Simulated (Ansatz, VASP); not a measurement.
# One calculation of HfS2, two programs

Contents of INCAR:

```
ALGO = Normal ; DIPOL = 0.5 0.5 0.396
EDIFF = 1E-6 ; ENCUT = 400
GGA = PE ; GGA_COMPAT = False
IDIPOL = 3 ; ISIF = 2
ISMEAR = 0 ; IVDW = 12
LASPH = True ; LCHARG = True
LDIPOL = True ; LELF = True
LREAL = False ; LVACPOTAV = True
LVHAR = True ; LWAVE = False
NBANDS = 31 ; NELM = 120
NELMDL = -8 ; PREC = Accurate
SIGMA = 0.05
```

KPOINTS

```
k-points
0
Gamma
  9 9 1
```

The input POSCAR:

```
HfS2
1.0
    3.6183522346      0.0000000000      0.0000000000
   -1.8091761173      3.1335849550      0.0000000000
    0.0000000000      0.0000000000     23.3215597949
S Hf
4 2
Direct
    0.6666666667      0.3333333333      0.1929545039
    0.3333333333      0.6666666667      0.3177651908
    0.3333333333      0.6666666667      0.4738439450
    0.0000000000      1.0000000000      0.5986546319
    0.0000000000      0.0000000000      0.2553598473
   -0.3333333333      0.3333333333      0.5362492885
```

Input for Ansatz:

```yaml
crystal:
  lattice:
    - [3.6183522346, 0.0, 0.0]
    - [-1.8091761173, 3.133584955, 0.0]
    - [0.0, 0.0, 23.3215597949]
  atoms:
    - { symbol: S, position: [0.6666666667, 0.3333333333, 0.1929545039] }
    - { symbol: Hf, position: [0.0, 0.0, 0.2553598473] }
    - { symbol: S, position: [0.3333333333, 0.6666666667, 0.3177651908] }
    - { symbol: S, position: [0.3333333333, 0.6666666667, 0.473843945] }
    - { symbol: Hf, position: [-0.3333333333, 0.3333333333, 0.5362492885] }
    - { symbol: S, position: [0.0, 1.0, 0.5986546319] }
basis:
  ecutwfc: 420
kpoints:
  mp_grid: { grid: [9, 9, 1] }
hamiltonian:
  xc: pbe
  pseudopotentials: { kind: paw, azcp: { folder: soft_1 } }
  dispersion: d3bj
scf:
  occupations: { method: gaussian, width: 0.05 }
output:
  forces: true
  eigenvalues: true
efield:
  axis: 3
  dipole_correction: true
  ramp_width: 0.04
```

Alike in both runs: task single point; functional PBE; dispersion D3(BJ); k mesh 9 × 9 × 1; occupations gaussian, width 0.05 eV; no spin polarisation.

|  | VASP | Ansatz |
| --- | --- | --- |
| version | VASP 6.6.1 | Ansatz 0.2.0 |
| potentials or method | VASP PAW PBE potentials, release 64 (S, Hf_pv), cutoff 400 eV | scalar-relativistic, plane waves, PAW |
| valence electrons in the cell | 44 | 76 |

|  | VASP | Ansatz | Ansatz less VASP |
| --- | --- | --- | --- |
| gap on the k mesh at the Fermi level (eV) | 1.18 | 1.16 | -0.016 |
| least direct gap on the mesh (eV) | 2.03 | 2.02 | -0.011 |
| rms of the force components (eV/Å) | 0.031 | 0.014 | -0.0175 |

VASP's potentials hold 44 valence electrons a cell and Ansatz's 76, so a difference there can come from the potentials and not from the codes.

Neither program's run includes spin-orbit coupling.
